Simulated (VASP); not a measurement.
## BiTe: single point with PBE

Crystal: BiTe.

```
Bi Te
1.0
     0.00000    3.23500    3.23500
     3.23500    0.00000    3.23500
     3.23500    3.23500    0.00000
Bi Te
1 1
Direct
  0.00000 0.00000 0.00000
  0.50000 0.50000 0.50000
```

```json
{
 "Program": "VASP 6.6.1",
 "Task": "single point",
 "Functional": "PBE",
 "Potentials or basis": "VASP PAW PBE potentials, release 64 (Bi_d, Te)",
 "Cutoff": "520 eV",
 "k mesh": "7 × 7 × 7",
 "Occupations": "gaussian, width 0.025 eV",
 "Spin": "no spin polarisation",
 "Dipole correction": "no",
 "Further INCAR settings": "ALGO = Normal; EDIFF = 1e-06; NBANDS = 18"
}
```

```
Pressure : 0.9 GPa
```

Levels at points of the mesh, in eV from the Fermi level:
| k point | band 7 | band 8 | band 9 | band 10 | band 11 | band 12 | band 13 | band 14 |
| --- | --- | --- | --- | --- | --- | --- | --- | --- |
| (0.00, 0.00, 0.00) | -8.16 | -2.58 | -2.58 | -2.58 | 2.12 | 2.12 | 2.12 | 4.63 |

Run time: 26 s on 1 thread of Intel(R) Xeon(R) Platinum 8175M CPU @ 2.50GHz (Skylake/Cascade Lake) (shared host), peak memory 0.21 GiB.

Caveat: spin-orbit coupling is left out, which moves the levels of the heavy elements.
